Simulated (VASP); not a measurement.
A run of VASP 6.6.1 is set up as follows.

INCAR

```
SYSTEM = Cr
PREC = Accurate
ENCUT = 520
EDIFF = 1E-6
ISMEAR = -1
SIGMA = 0.1
LREAL = .False.
LASPH = .True.
NELM = 60
ALGO = Normal
ISIF = 2
LWAVE = .False.
LCHARG = .True.
GGA = B5
ALDAX = 1.0
AGGAX = 1.0
AGGAC = 1.0
ALDAC = 0.0
LELF = .True.
LVHAR = .True.
NBANDS = 19
```

Contents of KPOINTS:

```
regular mesh
0
Gamma
  12 12 12
  0 0 0
```

The input POSCAR:

```
Cr
1.0
    0.0000000000      2.4805560725      2.4805560725
    2.4805560725      0.0000000000      2.4805560725
    2.4805560725      2.4805560725      0.0000000000
Cr
2
Direct
    0.1250000000      0.1250000000      0.1250000000
    0.8750000000      0.8750000000      0.8750000000
```

Potentials or basis: VASP PAW PBE potentials, release 64 (Cr_pv).

Launch:

```sh
$ cat potpaw_PBE.64/Cr_pv/POTCAR > POTCAR
$ mpirun -np 1 vasp_std > vasp.out
```

What does it give for the band gap on the k mesh?

Zero (band 12 reaches 7.96 eV, above the bottom of band 13 at 7.42 eV).

Predict the pressure.

15.6 GPa.

Caveat: the PAW data sets were made with another functional, which shifts forces and pressure a little; the run has no spin polarisation, though such a crystal can be magnetic. Spin polarisation is off, so any magnetic state and its effect on volume and gap are missing.
